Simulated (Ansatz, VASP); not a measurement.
**Bi in VASP and in Ansatz**

```xyz
2
Lattice="2.3185 1.3386 3.9540 -2.3185 1.3386 3.9540 0.0000 -2.6771 3.9540" Properties=species:S:1:pos:R:3 pbc="T T T"
Bi    0.0000    0.0000    2.7744
Bi    0.0000    0.0000    9.0876
```

Change from the starting cell: equal xx and yy strain of +2 %.

Alike in both runs: task single point; functional LDA; k mesh 11 × 11 × 11; occupations fermi-dirac, width 0.03 eV; no spin polarisation.

|  | VASP | Ansatz |
| --- | --- | --- |
| version | VASP 6.6.1 | Ansatz 0.2.0 |
| potentials or method | VASP PAW LDA potentials, release 64 (Bi_d), cutoff 520 eV | all-electron LAPW, scalar-relativistic |

VASP gave:

| Quantity | Value |
| --- | --- |
| pressure (GPa) | -3.5 |
| traceless stress, the component that is largest in VASP (GPa) | 0.67 |
| rms of the force components (eV/Å) | 0.040 |

Task: Which values does Ansatz return?

Result: Pressure (GPa): -3.5; traceless stress, the component that is largest in VASP (GPa): 0.69; rms of the force components (eV/Å): 0.051.

LDA's correlation is that of Perdew and Zunger in VASP and of Perdew and Wang (1992) in Ansatz. Atom by atom the forces differ by 0.011 eV/Å (rms over components). Ansatz ran all-electron here, and VASP with PAW potentials.

Spin-orbit coupling is off throughout.
